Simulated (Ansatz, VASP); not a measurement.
# VO2: VASP beside Ansatz

```xyz
6
Lattice="4.5072 0.0000 0.0000 0.0000 4.5072 0.0000 0.0000 0.0000 3.0444" Properties=species:S:1:pos:R:3 pbc="T T T"
V     2.2536    2.2536    1.5222
V     0.0000    0.0000    0.0000
O     0.9031    3.6041    1.5222
O     3.6041    0.9031    1.5222
O     3.1567    3.1567    0.0000
O     1.3505    1.3505    0.0000
```

Alike in both runs: functional PBEsol; k mesh 6 × 6 × 9; occupations fermi-dirac, width 0.05 eV; collinear spin.

|  | VASP | Ansatz |
| --- | --- | --- |
| version | VASP 6.6.1 | Ansatz 0.2.0 |
| potentials or method | VASP PAW PBE potentials, release 64 (V_sv, O) | Ansatz PAW |
| plane-wave cutoff (eV) | 600 | 420 |
| valence electrons in the cell | 50 | 50 |
| task | single point | band structure |

VASP gave:

- gap on the k mesh at the Fermi level (eV): none
- pressure (GPa): -16.0
- traceless stress, the component that is largest in VASP (GPa): -12.77
- rms of the force components (eV/Å): 0.133
- net moment per atom (μB): 0.33
- size of the moment on the site where the two differ most (μB): 1.07

Problem. Estimate Ansatz's values.

Solution. gap on the k mesh at the Fermi level (eV): none; pressure (GPa): -16.4; traceless stress, the component that is largest in VASP (GPa): -12.91; rms of the force components (eV/Å): 0.132; net moment per atom (μB): 0.33; size of the moment on the site where the two differ most (μB): 0.85.

VASP's potentials were made for PBE, not for PBEsol. Site moments also hang on the region over which each program counts them. Atom by atom the forces differ by 0.001 eV/Å (rms over components). A gap of «none» marks a metal or a gap that the smearing closes. The functional is the same, so the differences come from potentials, cutoffs and numerics.
